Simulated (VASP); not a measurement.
Runs of VASP 6.6.1 on Br. The structure is that of space group I4/mmm (No. 139), or close to it. The cells are those of the table. 

```tsv
level	spin	cell	k mesh	cutoff (eV)	smearing	grid for exact exchange (PRECFOCK)	share of exact exchange	screening parameter	gap on the mesh (eV)	pressure (GPa)	moment (μB)
PBE0	non-collinear, zero start, SOC	a = 4.105 Å, angles 139.4, 139.4, 58.7°, 1 atom	7 × 7 × 7	400	methfessel-paxton 0.05 eV	Normal	0.25	-	-	-0.3	0.00
revpbe exchange, lda correlation	non-collinear, typed start	a = 4.186 Å, angles 139.4, 139.4, 58.7°, 1 atom	10 × 10 × 10	500	gaussian 0.025 eV	-	-	-	none	(a)	0.00
PBEsol-based screened hybrid with 25 % exact exchange	off	a = 4.105 Å, angles 139.4, 139.4, 58.7°, 1 atom	7 × 7 × 7	520	gaussian 0.02 eV	Normal	0.25	0.207 1/Å	none	-1.9	-
BLYP+D4	off	a = 4.105 Å, angles 139.4, 139.4, 58.7°, 1 atom	13 × 13 × 13	520	gaussian 0.025 eV	-	-	-	none	1.3	-
BLYP	off	a = 4.113, b = 4.150, c = 4.164 Å, angles 138.8, 138.3, 60.4°, 1 atom	13 × 13 × 13	520	tetrahedron	-	-	-	none	1.3	-
```

Alike in all rows: task single point; potentials or basis VASP PAW PBE potentials, release 64 (Br).

**Question.** Fill in the values left out.

**Answer.** (a) 4.9.

Caveats: the PAW data sets were made with another functional, which shifts forces and pressure a little; an odd number of electrons without spin polarisation forces a metal (at least some runs); a magnetic or distorted state may lie lower (at least some runs); the cell stands under pressure (at least some runs); tetrahedron occupations give inexact forces and stress in metals (at least some runs).

A k mesh can miss the band edges, and rows without SOC leave out spin-orbit coupling on Br.

A gap of «none» marks levels without a gap at the run's occupations.
